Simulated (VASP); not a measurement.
# MoS2 (P6_3/mmc) in VASP: density of states with PBEsol

Aim: the density of states of MoS2 with PBEsol.

Everything below comes from runs of VASP 6.6.1. Logs are shortened: lines on timing, memory, paths and dates and some standing lists are left out, and cuts for length are marked.

### 1 The cell of the first run

The structure is hexagonal, space group P6_3/mmc (No. 194). The conventional cell has a = 3.185 Å, b = 3.185 Å, c = 14.651 Å, α = 90.00°, β = 90.00°, γ = 120.00°. Mo (site symmetry -6m2) has 6 S at 2.41 Å and 6 Mo at 3.19 Å within 3.2 Å. S (site symmetry 3m) has 3 Mo at 2.41 Å and 7 S at 3.13 to 3.19 Å within 3.2 Å.

### 2 Density of states, PBEsol

File POSCAR:

```
MoS2
1.0
    3.1851326759      0.0000000000      0.0000000000
   -1.5925663379      2.7584058118      0.0000000000
    0.0000000000      0.0000000000     14.6508748437
Mo S
2 4
Direct
    0.3333333333      0.6666666667      0.2500000000
    0.6666666667      0.3333333333      0.7500000000
    0.3333333333      0.6666666667      0.6433467571
    0.6666666667      0.3333333333      0.1433467571
    0.3333333333      0.6666666667      0.8566532429
    0.6666666667      0.3333333333      0.3566532429
```

File INCAR.step1:

```
ALGO = Normal ; EDIFF = 1E-6
ENCUT = 520 ; GGA = PS
ISIF = 2 ; ISMEAR = 0
LASPH = T ; LCHARG = T
LMAXMIX = 4 ; LREAL = F
LWAVE = F ; NBANDS = 35
NELM = 100 ; PREC = Accurate
SIGMA = 0.02
```

File KPOINTS.step1:

```
k-points
0
Gamma
  12 12 2
```

File INCAR.step2:

```
ALGO = Normal ; EDIFF = 1E-6
ENCUT = 520 ; GGA = PS
ICHARG = 11 ; ISIF = 2
ISMEAR = -5 ; LASPH = T
LCHARG = F ; LMAXMIX = 4
LORBIT = 10 ; LREAL = F
LWAVE = F ; NEDOS = 2001
NELM = 100 ; PREC = Accurate
SIGMA = 0.02
```

File KPOINTS.step2:

```
k-points
0
Gamma
  18 18 3
```

Potentials or basis: VASP PAW PBE potentials, release 64 (Mo_sv, S).

Run with:

```
$ cat potpaw_PBE.64/Mo_sv/POTCAR potpaw_PBE.64/S/POTCAR > POTCAR
$ cp INCAR.step1 INCAR
$ cp KPOINTS.step1 KPOINTS
$ mpirun -np 1 vasp_std > vasp.out
$ cp INCAR.step2 INCAR
$ cp KPOINTS.step2 KPOINTS
$ mpirun -np 1 vasp_std > vasp.out
```

OUTCAR:

```text
EDIFF = 1E-6
   ENCUT = 520
   GGA = PS
   ICHARG = 11
   ISIF = 2
   ISMEAR = -5
   LASPH = T
   LORBIT = 10
   LREAL = F
   NELM = 100
   PREC = Accurate

 ion  position               nearest neighbor table
   1  0.333  0.667  0.250-   4 2.41   6 2.41   4 2.41   6 2.41   4 2.41   6 2.41
   2  0.667  0.333  0.750-   3 2.41   5 2.41   3 2.41   5 2.41   3 2.41   5 2.41
   3  0.333  0.667  0.643-   2 2.41   2 2.41   2 2.41
   4  0.667  0.333  0.143-   1 2.41   1 2.41   1 2.41
   5  0.333  0.667  0.857-   2 2.41   2 2.41   2 2.41
   6  0.667  0.333  0.357-   1 2.41   1 2.41   1 2.41

  LATTYP: Found a hexagonal cell.
 ALAT       =     3.1851326759
 C/A-ratio  =     4.5997690943

  Lattice vectors:

 A1 = (   3.1851326759,   0.0000000000,   0.0000000000)
 A2 = (  -1.5925663379,   2.7584058118,   0.0000000000)
 A3 = (   0.0000000000,   0.0000000000,  14.6508748437)

Analysis of symmetry for initial positions (statically):
=====================================================================
 Subroutine PRICEL returns:
 Original cell was already a primitive cell.

 Routine SETGRP: Setting up the symmetry group for a
 hexagonal supercell.

 Subroutine GETGRP returns: Found 24 space group operations
 (whereof 12 operations were pure point group operations)
 out of a pool of 24 trial point group operations.

The static configuration has the point symmetry D_3d.
 The point group associated with its full space group is D_6h.

Analysis of symmetry for dynamics (positions and initial velocities):
=====================================================================
 Subroutine PRICEL returns:
 Original cell was already a primitive cell.

 Routine SETGRP: Setting up the symmetry group for a
 hexagonal supercell.

 Subroutine GETGRP returns: Found 24 space group operations
 (whereof 12 operations were pure point group operations)
 out of a pool of 24 trial point group operations.

The dynamic configuration has the point symmetry D_3d.
 The point group associated with its full space group is D_6h.

 Subroutine INISYM returns: Found 24 space group operations
 (whereof 12 operations are pure point group operations),
 and found     1 'primitive' translations

----------------------------------------------------------------------------------------

                                     Primitive cell

  volume of cell :     128.7210

  direct lattice vectors                    reciprocal lattice vectors
     3.185132676  0.000000000  0.000000000     0.313958664  0.181264119  0.000000000
    -1.592566338  2.758405812  0.000000000     0.000000000  0.362528238  0.000000000
     0.000000000  0.000000000 14.650874844     0.000000000  0.000000000  0.068255310

  length of vectors
     3.185132676  3.185132676 14.650874844     0.362528238  0.362528238  0.068255310

  position of ions in fractional coordinates (direct lattice)
     0.333333333  0.666666667  0.250000000
     0.666666667  0.333333333  0.750000000
     0.333333333  0.666666667  0.643346757
     0.666666667  0.333333333  0.143346757
     0.333333333  0.666666667  0.856653243
     0.666666667  0.333333333  0.356653243

  ion indices of the primitive-cell ions
   primitive index   ion index
                 1           1
                 2           2
                 3           3
                 4           4
                 5           5
                 6           6

----------------------------------------------------------------------------------------

 KPOINTS: k-points

Automatic generation of k-mesh.
 Grid dimensions read from file:
 generate k-points for:   18   18    3

 Generating k-lattice:

  Cartesian coordinates                     Fractional coordinates (reciprocal lattice)
     0.017442148  0.010070229  0.000000000     0.055555556 -0.000000000  0.000000000
     0.000000000  0.020140458  0.000000000     0.000000000  0.055555556  0.000000000
     0.000000000  0.000000000  0.022751770     0.000000000  0.000000000  0.333333333

  Length of vectors
     0.020140458  0.020140458  0.022751770

  Shift w.r.t. Gamma in fractional coordinates (k-lattice)
     0.000000000  0.000000000  0.000000000

 TETIRR: Found    828 inequivalent tetrahedra from     5832

 Subroutine IBZKPT returns following result:
 ===========================================

 Found     74 irreducible k-points:

 Following reciprocal coordinates:
            Coordinates               Weight
  0.000000  0.000000  0.000000      1.000000
  0.055556 -0.000000  0.000000      6.000000
  0.111111 -0.000000  0.000000      6.000000
  0.166667  0.000000  0.000000      6.000000
  0.222222 -0.000000  0.000000      6.000000
  0.277778  0.000000  0.000000      6.000000
[... 16 lines left out ...]
  0.333333  0.111111  0.000000     12.000000
  0.388889  0.111111  0.000000     12.000000
 [... further k-points ...]
   k-points           NKPTS =     74   k-points in BZ     NKDIM =     74   number of bands    NBANDS=     31
   number of dos      NEDOS =   2001   number of ions     NIONS =      6
   total plane-waves  NPLWV =  64512
   dimension x,y,z NGX =    24 NGY =   24 NGZ =  112
   dimension x,y,z NGXF=    48 NGYF=   48 NGZF=  224
   ions per type =               2   4
   NGX,Y,Z   is equivalent  to a cutoff of  12.53, 12.53, 12.71 a.u.
   NGXF,Y,Z  is equivalent  to a cutoff of  25.05, 25.05, 25.42 a.u.
 SYSTEM =  unknown system
   PREC   = accura    normal or accurate (medium, high low for compatibility)
   ISTART =      0    job   : 0-new  1-cont  2-samecut
   ICHARG =     11    charge: 1-file 2-atom 10-const
   ISPIN  =      1    spin polarized calculation?
   LNONCOLLINEAR =      F non collinear calculations
   LSORBIT =      F    spin-orbit coupling
   LASPH  =      T    aspherical Exc in radial PAW
   ENCUT  =  520.0 eV  38.22 Ry    6.18 a.u.   5.92  5.92 27.24*2*pi/ulx,y,z
   NELM   =    100;   NELMIN=  2; NELMDL=  0     # of ELM steps
   EDIFF  = 0.1E-05   stopping-criterion for ELM
   LREAL  =      F    real-space projection
   EDIFFG = 0.1E-04   stopping-criterion for IOM
   NSW    =      0    number of steps for IOM
   IBRION =     -1    ionic relax: 0-MD 1-quasi-New 2-CG
   NFREE  =      0    steps in history (QN), initial steepest desc. (CG)
   ISIF   =      2    stress and relaxation
   ISYM   =      2    0-nonsym 1-usesym 2-fastsym
   POTIM  = 0.5000    time-step for ionic-motion
   TEBEG  =    0.0;   TEEND  =   0.0 temperature during run
   PSTRESS=    0.0 pullay stress
   NELECT =      52.0000    total number of electrons
   NUPDOWN=      -1.0000    fix difference up-down
   EMIN   =  10.00;   EMAX   =-10.00  energy-range for DOS
   EFERMI =   0.00;   METHOD = LEGACY
   ISMEAR =    -5;   SIGMA  =   0.02  broadening in eV -4-tet -1-fermi 0-gaus
   EFERMI_NEDOS =   21; number of points for ismear=-14 and -15
   IALGO  =     38    algorithm
   IMIX   =      4    mixing-type and parameters
     AMIX     =   0.40;   BMIX     =  1.00
     AMIX_MAG =   1.60;   BMIX_MAG =  1.00
  volume/ion in A,a.u.               =      21.45       144.78
  Fermi-wavevector in a.u.,A,eV,Ry     =   1.210207  2.286959 19.927094  1.464600
  Thomas-Fermi vector in A             =   2.345760
   LORBIT       =     10    0 simple, 1 ext, 2 COOP (PROOUT), +10 PAW based schemes
   GGA     = PS    functional components
   LHFCALC =     F    Hartree Fock is set to
   AEXX    =    0.0000 exact exchange contribution
   IVDW    =     0    specifies the selected vdW correction
   LEPSILON=     F    determine dielectric tensor
   LRPA    =     F    only Hartree local field effects (RPA)
 non-spin polarized calculation
 Fermi weights with tetrahedron method with Bloechl corrections
  energy-cutoff  :      520.00
  volume of cell :      128.72
 maximum number of plane-waves:      3506
 NGX is ok and might be reduce to    24

 number of electron      52.0000002 magnetization

 Free energy of the ion-electron system (eV)
  ---------------------------------------------------
  ext. energy  EPLUGINS =         0.00000000
  ---------------------------------------------------
  free energy    TOTEN  =       -46.81729122 eV

  energy without entropy =      -46.81729122  energy(sigma->0) =      -46.81729122

 E-fermi :   4.8570     XC(G=0):  -9.6506

 val. band max:        4.8450145560   @ k =   0.0000   0.0000   0.0000
 cond. band min:       6.2839572078   @ k =   0.3333   0.3333   0.0000
 fundamental gap:      1.4389426518
 Fermi energy:         4.8570465609

 k-point     1 :       0.0000    0.0000    0.0000
  band No.  band energies     occupation
      1     -56.1416      2.00000
      2     -56.1416      2.00000
      3     -30.3167      2.00000
      4     -30.3167      2.00000
      5     -30.1047      2.00000
      6     -30.1046      2.00000
[... 23 lines left out ...]
     30       7.3923      0.00000
     31       7.6501      0.00000

 k-point     2 :       0.0556   -0.0000    0.0000
  band No.  band energies     occupation
      1     -56.1404      2.00000
      2     -56.1404      2.00000
      3     -30.3145      2.00000
      4     -30.3145      2.00000
      5     -30.1162      2.00000
      6     -30.1162      2.00000
[... 23 lines left out ...]
     30       7.5076      0.00000
     31       7.5552      0.00000

 k-point     3 :       0.1111   -0.0000    0.0000
  band No.  band energies     occupation
      1     -56.1372      2.00000
      2     -56.1372      2.00000
      3     -30.3080      2.00000
      4     -30.3080      2.00000
      5     -30.1493      2.00000
      6     -30.1493      2.00000
[... 23 lines left out ...]
     30       7.3102      0.00000
     31       7.4461      0.00000

 k-point     4 :       0.1667    0.0000    0.0000
  band No.  band energies     occupation
      1     -56.1322      2.00000
      2     -56.1322      2.00000
      3     -30.2981      2.00000
      4     -30.2981      2.00000
      5     -30.1997      2.00000
      6     -30.1997      2.00000
[... 23 lines left out ...]
     30       7.2504      0.00000
     31       7.2685      0.00000

 k-point     5 :       0.2222   -0.0000    0.0000
  band No.  band energies     occupation
      1     -56.1261      2.00000
      2     -56.1261      2.00000
      3     -30.2859      2.00000
      4     -30.2859      2.00000
      5     -30.2610      2.00000
      6     -30.2610      2.00000
[... 23 lines left out ...]
     30       7.0808      0.00000
     31       7.2781      0.00000
[... 542 lines left out ...]
     30       7.1664      0.00000
     31       7.3212      0.00000

 k-point    22 :       0.2778    0.1111    0.0000
  band No.  band energies     occupation
      1     -56.1119      2.00000
      2     -56.1118      2.00000
      3     -30.3842      2.00000
      4     -30.3842      2.00000
      5     -30.2575      2.00000
      6     -30.2575      2.00000
[... 23 lines left out ...]
     30       7.1836      0.00000
     31       7.6233      0.00000

 k-point    23 :       0.3333    0.1111    0.0000
  band No.  band energies     occupation
      1     -56.1071      2.00000
      2     -56.1071      2.00000
      3     -30.4261      2.00000
      4     -30.4261      2.00000
      5     -30.2481      2.00000
      6     -30.2481      2.00000
[... 23 lines left out ...]
     30       7.2530      0.00000
     31       7.9912      0.00000

 k-point    24 :       0.3889    0.1111    0.0000
  band No.  band energies     occupation
      1     -56.1041      2.00000
      2     -56.1041      2.00000
      3     -30.4533      2.00000
      4     -30.4533      2.00000
      5     -30.2419      2.00000
      6     -30.2419      2.00000
[... 23 lines left out ...]
     30       7.4279      0.00000
     31       8.2558      0.00000

 [... further k-points ...]
[... 5 lines left out ...]
  --------------------------------------------------------------------------------------
  -------------------------------------------------------------------------------------
  Total       -3.3265425     -3.3265425     -2.4039671     -0.0000000      0.0000000      0.0000000
  in kB      -41.4051544    -41.4051544    -29.9219478     -0.0000000      0.0000000      0.0000000
  external PRESSURE =     -37.5774189 kB  Pullay stress =       0.0000000 kB

 VOLUME and BASIS-vectors are now :
 -----------------------------------------------------------------------------
  energy-cutoff  :      520.00
  volume of cell :      128.72
      direct lattice vectors                 reciprocal lattice vectors
     3.185132676  0.000000000  0.000000000     0.313958664  0.181264119  0.000000000
    -1.592566338  2.758405812  0.000000000     0.000000000  0.362528238  0.000000000
     0.000000000  0.000000000 14.650874844     0.000000000  0.000000000  0.068255310

 POSITION                                       TOTAL-FORCE (eV/Angst)
 -----------------------------------------------------------------------------------
     -0.00000      1.83894      3.66272         0.000000     -0.000000      0.000000
      1.59257      0.91947     10.98816        -0.000000      0.000000      0.000000
     -0.00000      1.83894      9.42559        -0.000000      0.000000      0.348263
      1.59257      0.91947      2.10016         0.000000      0.000000      0.348263
     -0.00000      1.83894     12.55072         0.000000     -0.000000     -0.348263
      1.59257      0.91947      5.22528         0.000000     -0.000000     -0.348263
 -----------------------------------------------------------------------------------
    total drift:                               -0.000000      0.000000     -0.000000

  FREE ENERGIE OF THE ION-ELECTRON SYSTEM (eV)
  ---------------------------------------------------
  free  energy   TOTEN  =       -46.8172912242 eV

  energy  without entropy=      -46.8172912242  energy(sigma->0) =      -46.81729122

 total charge

# of ion       s       p       d       tot
------------------------------------------
    1        2.291   6.216   3.940  12.447
    2        2.291   6.216   3.940  12.447
    3        1.356   2.316   0.000   3.672
    4        1.356   2.316   0.000   3.672
    5        1.356   2.316   0.000   3.672
    6        1.356   2.316   0.000   3.672
--------------------------------------------------
tot         10.008  21.696   7.880  39.584
```

Run time: 2.3 min. Hardware: 1 thread of Intel Xeon 6975P-C (Granite Rapids), shared host; peak memory 0.39 GiB.

Results:

```yaml
Valence_electrons_inside_the_program's_atomic_spheres: Mo 12.45; S 3.67
```

Caveat: the PAW data sets were made with another functional, which shifts forces and pressure a little; this functional lacks dispersion, which binds the layers, so the pressure and a relaxed spacing across them are unreliable.
